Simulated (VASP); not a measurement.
Here is a VASP 6.6.1 calculation.

Contents of POSCAR:

```
SrCl2
1.0
    4.4072489055      0.0473779257      0.0000000000
   -2.1625939655      3.7931005501      0.0000000000
    0.0000000000      0.0000000000      5.5960650195
Sr Cl
1 2
Direct
    0.0000000000      0.0000000000      0.0000000000
    0.3364942985      0.6665036088      0.2488837254
    0.6635057015      0.3334963912      0.7511162746
```

The input INCAR.step1:

```
SYSTEM = SrCl2
  PREC = Accurate
  ENCUT = 520
  ISMEAR = 0
  SIGMA = 0.01
  LREAL = .False.
  LASPH = .True.
  NELM = 60
  NBANDS = 19
  GGA = PE
  ALGO = Normal
  EDIFF = 1E-4
  LWAVE = .True.
  LCHARG = .False.
```

File INCAR.step2:

```
SYSTEM = SrCl2
  PREC = Accurate
  ENCUT = 520
  EDIFF = 1E-6
  ISMEAR = 0
  SIGMA = 0.01
  LREAL = .False.
  LASPH = .True.
  NELM = 60
  ALGO = Normal
  ISIF = 2
  LWAVE = .False.
  LCHARG = .False.
  METAGGA = R2SCAN
  LMIXTAU = .True.
  NBANDS = 19
  ISTART = 1
```

KPOINTS

```
regular mesh
0
Gamma
  6 6 6
  0 0 0
```

Potentials or basis: VASP PAW PBE potentials, release 64 (Sr_sv, Cl).

Command:

```bash
$ cat potpaw_PBE.64/Sr_sv/POTCAR potpaw_PBE.64/Cl/POTCAR > POTCAR
$ cp INCAR.step1 INCAR
$ mpirun -np 1 vasp_std > vasp.out
$ cp INCAR.step2 INCAR
$ mpirun -np 1 vasp_std > vasp.out
```

Task: What does it give for the largest force?

Result: 0.010 eV/Å.

Task: Predict the band gap on the k mesh.

Result: 5.78 eV, direct.

Stress tensor (GPa, compression positive):
```
 0.64 -0.34  0.08
-0.34  0.65  0.00
 0.08  0.00  0.64
```

Caveat: the cell differs from its parent crystal (shear xy strain +2.1%); the PAW data sets were made with another functional, which shifts forces and pressure a little. A k mesh can miss the band edges.
